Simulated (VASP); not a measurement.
A run of VASP 6.6.1:

Contents of POSCAR:

```
MgO
1.0
    3.5207161421      0.0000000000      0.0000000000
   -1.7603580710      3.0490296186      0.0000000000
    0.0000000000      0.0000000000      4.2374418908
Mg O
2 2
Direct
    0.6666666667      0.3333333333      0.7500000000
    0.3333333333      0.6666666667      0.2500000000
    0.6666666667      0.3333333333      0.2500000000
    0.3333333333      0.6666666667      0.7500000000
```

File INCAR.step1:

```
ALGO = Normal ; EDIFF = 1E-6
ENCUT = 520 ; GGA = PE
ISIF = 2 ; ISMEAR = 0
LASPH = True ; LCHARG = True
LREAL = False ; LWAVE = False
NBANDS = 16 ; NELM = 100
PREC = Accurate ; SIGMA = 0.02
```

Contents of KPOINTS.step1:

```
k-points
0
Gamma
  6 6 6
```

File INCAR.step2:

```
ALGO = Normal ; EDIFF = 1E-6
ENCUT = 520 ; GGA = PE
ICHARG = 11 ; ISIF = 2
ISMEAR = -5 ; LASPH = True
LCHARG = False ; LORBIT = 10
LREAL = False ; LWAVE = False
NEDOS = 2001 ; NELM = 100
PREC = Accurate ; SIGMA = 0.02
```

The input KPOINTS.step2:

```
k-points
0
Gamma
  9 9 9
```

Potentials or basis: VASP PAW PBE potentials, release 64 (Mg, O).

The run is started by

```bash
$ cat potpaw_PBE.64/Mg/POTCAR potpaw_PBE.64/O/POTCAR > POTCAR
$ cp INCAR.step1 INCAR
$ cp KPOINTS.step1 KPOINTS
$ mpirun -np 1 vasp_std > vasp.out
$ cp INCAR.step2 INCAR
$ cp KPOINTS.step2 KPOINTS
$ mpirun -np 1 vasp_std > vasp.out
```

Hardware: 1 thread of Intel(R) Xeon(R) 6975P-C (Granite Rapids), with other jobs on the host.

Question: Estimate the wall time of this run.

Answer: It took 17 s on 1 thread of Intel(R) Xeon(R) 6975P-C (Granite Rapids) (shared host), peak memory 0.17 GiB. Counts: k points 60.
